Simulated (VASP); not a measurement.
**Bi2Te2O: single point with PBE**

Bi2Te2O:

```
Bi Te O
1.0
     4.22223    0.00000    0.00000
     0.00000    4.22223    0.00000
     0.00000    0.00000   16.42482
Bi Te O
4 4 2
Cartesian
  0.0000 2.1111 10.6429
  2.1111 0.0000 15.2359
  0.0000 2.1111 1.1889
  2.1111 0.0000 5.7819
  0.0000 2.1111 13.5376
  2.1111 0.0000 9.7367
  2.1111 0.0000 2.8872
  0.0000 2.1111 6.6882
  2.1111 2.1111 0.0000
  0.0000 0.0000 0.0000
```

| Item | Value |
| --- | --- |
| Program | VASP 6.6.1 |
| Task | single point |
| Functional | PBE |
| Potentials or basis | VASP PAW PBE potentials, release 64 (Bi_d, Te, O) |
| Cutoff | 520 eV |
| k mesh | 4 × 4 × 1 |
| Occupations | gaussian, width 0.1 eV |
| Spin | no spin polarisation |
| Dipole correction | no |
| Further INCAR settings | ALGO = Normal; EDIFF = 1e-07; NBANDS = 59 |

* Pressure: 0.0 GPa
* Largest force: 0.050 eV/Å
* Band gap on the k mesh: 0.56 eV (least direct gap 0.74 eV)

Forces on the atoms (eV/Å):
```
Bi   0.000  0.000 -0.050
Bi   0.000  0.000 -0.023
Bi   0.000  0.000  0.023
Bi   0.000  0.000  0.050
Te   0.000  0.000  0.001
Te   0.000  0.000  0.023
Te   0.000  0.000 -0.001
Te   0.000  0.000 -0.023
O    0.000  0.000  0.000
O    0.000  0.000  0.000
```

Levels at points of the mesh, in eV from the valence-band top:
```
           k point  band 44  band 45  band 46  band 47  band 48  band 49  band 50  band 51  band 52  band 53
(0.00, 0.00, 0.00)    -0.59    -0.59    -0.26    -0.18    -0.18     0.56     1.28     2.54     3.32     3.32
(0.50, 0.00, 0.00)    -0.54    -0.18    -0.18    -0.14    -0.14     1.03     1.03     1.38     1.38     2.34
(0.50, 0.50, 0.00)    -1.92    -1.39    -1.39    -0.84    -0.84     1.58     1.58     2.60     2.60     3.10
```

Run time: 74 s on 1 thread of Intel(R) Xeon(R) 6975P-C (Granite Rapids) (shared host), peak memory 0.39 GiB.

Caveat: spin-orbit coupling is left out, which moves the levels of the heavy elements; this functional lacks dispersion, which binds layers or chains, so the pressure and a relaxed spacing across them are unreliable. A k mesh can miss the band edges.
